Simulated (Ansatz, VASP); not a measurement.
**Two plane-wave programs on Ge2Sb2O**

Contents of INCAR:

```
PREC = Accurate ; ENCUT = 600
EDIFF = 1E-6 ; ISMEAR = 0
SIGMA = 0.1 ; LREAL = False
LASPH = True ; NELM = 80
ALGO = Normal ; ISIF = 3
LWAVE = False ; LCHARG = False
GGA = PE ; IBRION = 2
NSW = 90 ; EDIFFG = -0.04
```

Contents of KPOINTS:

```
regular mesh
0
Gamma
  6 6 4
```

POSCAR

```
Ge2Sb2O
1.0
    4.9105621000      0.0000000000      0.0000000000
   -2.4552810500      4.2526715200      0.0000000000
    0.0000000000      0.0000000000      5.3576044400
Ge Sb O
2 2 1
Direct
    0.3333333300      0.6666666700      0.0000000000
    0.6666666700      0.3333333300      0.0000000000
    0.3333333300      0.6666666700      0.5000000000
    0.6666666700      0.3333333300      0.5000000000
    0.0000000000      0.0000000000      0.0000000000
```

Input for Ansatz:

```yaml
crystal:
  lattice:
    - [4.9105621, 0.0, 0.0]
    - [-2.45528105, 4.25267152, 0.0]
    - [0.0, 0.0, 5.35760444]
  atoms:
    - { symbol: Ge, position: [0.33333333, 0.66666667, 0.0] }
    - { symbol: Ge, position: [0.66666667, 0.33333333, 0.0] }
    - { symbol: Sb, position: [0.33333333, 0.66666667, 0.5] }
    - { symbol: Sb, position: [0.66666667, 0.33333333, 0.5] }
    - { symbol: O, position: [0.0, 0.0, 0.0] }
basis:
  ecutwfc: 420
kpoints:
  mp_grid: { grid: [6, 6, 4] }
hamiltonian:
  xc: pbe
scf:
  occupations: { method: gaussian, width: 0.1 }
  lower_state_search: "off"
output:
  forces: true
  stress: true
  eigenvalues: true
relax:
  adjacent_minimum: "off"
  f_tol: 0.04
  max_steps: 70
  cell: { stress_tol: 0.4 }
```

Alike in both runs: task relaxation of cell and atoms; functional PBE; k mesh 6 × 6 × 4; occupations gaussian, width 0.1 eV; no spin polarisation.

```csv
,VASP,Ansatz
version,VASP 6.6.1,Ansatz 0.2.0
potentials or method,"VASP PAW PBE potentials, release 64 (Ge_d, Sb, O), cutoff 600 eV","scalar-relativistic, plane waves, PAW"
valence electrons in the cell,44,64
```

Ansatz gave:

- gap on the k mesh at the Fermi level, each at its own relaxed structure (eV): none
- relaxed volume (Å³/atom): 23.31
- relaxed length of the cell vector where the two differ most in proportion (Å): 5.746

Q: Estimate VASP's values.

A: gap on the k mesh at the Fermi level, each at its own relaxed structure (eV): none; relaxed volume (Å³/atom): 23.35; relaxed length of the cell vector where the two differ most in proportion (Å): 5.763.

A gap of «none» marks a metal or a gap that the smearing closes. VASP's potentials hold 44 valence electrons a cell and Ansatz's 64, so a difference there can come from the potentials and not from the codes.

Neither program's run includes spin-orbit coupling.
